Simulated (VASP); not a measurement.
# Ta4HN4: single point with r2SCAN

System: Ta4HN4, a slab with vacuum.

```
CELL_PARAMETERS angstrom
2.93615 0.00000 0.00000
-1.46808 3.84536 0.00000
0.00000 0.00000 25.04037
ATOMIC_POSITIONS crystal
Ta 0.43219 0.86439 0.33945
Ta 0.15083 0.30165 0.41563
Ta 0.87122 0.74253 0.49253
Ta 0.57904 0.15836 0.57050
N 0.71863 0.43727 0.35215
N 0.43727 0.87453 0.42832
N 0.15819 0.31610 0.50433
N 0.88944 0.77888 0.57425
H 0.15949 0.31984 0.61431
```

```yaml
Program: VASP 6.6.1
Task: single point
Functional: r2SCAN
Potentials_or_basis: VASP PAW PBE potentials, release 64 (Ta_pv, N, H)
Cutoff: 520 eV
k_mesh: 10 × 8 × 1
Occupations: gaussian, width 0.1 eV
Spin: no spin polarisation
```

The largest force is 0.717 eV/Å and the band gap on the k mesh is zero (an odd number of electrons rules out a gap without spin polarisation).

Forces on the atoms (eV/Å):
```
Ta   0.004  0.462  0.548
Ta   0.004  0.013 -0.448
Ta   0.003 -0.017 -0.030
Ta   0.002  0.044  0.063
N   -0.008 -0.545  0.450
N    0.002  0.080 -0.686
N   -0.006  0.011  0.006
N   -0.005 -0.061  0.078
H    0.005  0.013  0.019
```

Levels at points of the mesh, in eV from the Fermi level:
| k point | band 29 | band 30 | band 31 | band 32 | band 33 | band 34 | band 35 | band 36 |
| --- | --- | --- | --- | --- | --- | --- | --- | --- |
| (0.00, 0.00, 0.00) | -3.21 | -1.99 | -1.37 | -0.58 | -0.05 | 0.99 | 1.43 | 2.19 |
| (0.50, 0.00, 0.00) | -2.28 | -1.93 | -1.06 | -0.46 | 0.41 | 1.95 | 2.58 | 2.76 |
| (0.00, 0.50, 0.00) | -2.55 | -2.31 | -1.90 | -0.76 | 0.10 | 0.91 | 1.08 | 1.94 |
| (0.50, 0.50, 0.00) | -2.28 | -1.93 | -1.06 | -0.46 | 0.41 | 1.95 | 2.58 | 2.76 |

Run time: 40 min on 1 thread of Intel(R) Xeon(R) 6975P-C (Granite Rapids), on a shared host, peak memory 0.68 GiB.

Caveat: the PAW data sets were made with another functional, which shifts forces and pressure a little; spin-orbit coupling is left out, which moves the levels of the heavy elements.
